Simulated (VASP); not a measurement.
A run of VASP 6.6.1 is set up as follows.

File INCAR:

```
  PREC = Accurate
  ENCUT = 520
  EDIFF = 1E-6
  ISMEAR = 0
  SIGMA = 0.05
  LREAL = F
  LASPH = T
  NELM = 80
  ALGO = Normal
  ISIF = 2
  LWAVE = F
  LCHARG = T
  GGA = PS
  LELF = T
  LVHAR = T
  NBANDS = 12
```

The input KPOINTS:

```
Automatic mesh
0
Gamma
  12 12 12
```

File POSCAR:

```
P
1.0
   -1.7257251780      2.9890436882      0.0000000000
   -3.4514503560      0.0000000000      0.0000000000
   -1.7257251780      0.9963478961      3.1296800121
P
2
Direct
    0.7729197500      0.7729197500      0.6812407500
    0.2270802500      0.2270802500      0.3187592500
```

Potentials or basis: VASP PAW PBE potentials, release 64 (P).

Launch:

```console
$ cat potpaw_PBE.64/P/POTCAR > POTCAR
$ mpirun -np 1 vasp_std > vasp.out
```

(1) What does it give for the pressure?

(2) Estimate the band gap on the k mesh.

(3) Estimate the largest force.

## Answers

(1) -1.8 GPa.

(2) zero (bands 5 and 6 overlap by 0.76 eV).

(3) 0.298 eV/Å.

Caveat: the PAW data sets were made with another functional, which shifts forces and pressure a little.
